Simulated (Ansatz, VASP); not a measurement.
# Two plane-wave programs on SnSe2

```
Sn Se
1.0
     3.81100    0.00000    0.00000
    -1.90550    3.30042    0.00000
     0.00000    0.00000    6.07563
Sn Se
1 2
Direct
  0.00000 0.00000 0.00000
  0.33333 0.66667 0.25000
  0.66667 0.33333 0.75000
```

Change from the starting cell: strain -0.0100 x Voigt [0, 0, 1, 0, 0, 0], atoms carried along.

Alike in both runs: task single point; functional PBE; k mesh 12 × 12 × 6; occupations gaussian, width 0.05 eV; no spin polarisation.

|  | VASP | Ansatz |
| --- | --- | --- |
| version | VASP 6.6.1 | Ansatz 0.2.0 |
| potentials or method | VASP PAW PBE potentials, release 64 (Sn_d, Se), cutoff 520 eV | scalar-relativistic, plane waves, PAW |
| valence electrons in the cell | 26 | 46 |

Ansatz gave:

| Property | Result |
| --- | --- |
| gap on the k mesh at the Fermi level (eV) | 0.68 |
| least direct gap on the mesh (eV) | 1.03 |
| pressure (GPa) | 6.1 |
| traceless stress, the component that is largest in VASP (GPa) | 1.24 |
| rms of the force components (eV/Å) | 0.411 |

Task: What did VASP give for the same quantities?

Result: gap on the k mesh at the Fermi level (eV): 0.68; least direct gap on the mesh (eV): 1.02; pressure (GPa): 6.2; traceless stress, the component that is largest in VASP (GPa): 1.24; rms of the force components (eV/Å): 0.419.

Atom by atom the forces differ by 0.008 eV/Å (rms over components). The functional is the same, so the differences come from potentials, cutoffs and numerics. VASP's potentials hold 26 valence electrons a cell and Ansatz's 46, so a difference there can come from the potentials and not from the codes.
